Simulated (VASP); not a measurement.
Input of a VASP 6.6.1 run:

The input INCAR:

```
SYSTEM = AlRu
ALGO = Normal
EDIFF = 1E-6
ENCUT = 520
GGA = PS
ISIF = 2
ISMEAR = -1
LASPH = .TRUE.
LCHARG = .FALSE.
LREAL = .FALSE.
LWAVE = .FALSE.
NBANDS = 16
NELM = 60
PREC = Accurate
SIGMA = 0.05
```

File KPOINTS:

```
k-points
0
G
  14 14 14
  0 0 0
```

POSCAR

```
AlRu
1.0
    0.0000000000      2.2885374036      2.2885374036
    2.2885374036      0.0000000000      2.2885374036
    2.2885374036      2.2885374036      0.0000000000
Ru Al
1 1
Direct
    0.0000000000      0.0000000000      0.0000000000
    0.5000000000      0.5000000000      0.5000000000
```

Potentials or basis: VASP PAW PBE potentials, release 64 (Ru_pv, Al).

Run with:

```bash
$ cat potpaw_PBE.64/Ru_pv/POTCAR potpaw_PBE.64/Al/POTCAR > POTCAR
$ mpirun -np 1 vasp_std > vasp.out
```

(1) What does it give for the pressure?

Results:

(1) 56.3 GPa.

Caveat: the PAW data sets were made with another functional, which shifts forces and pressure a little.
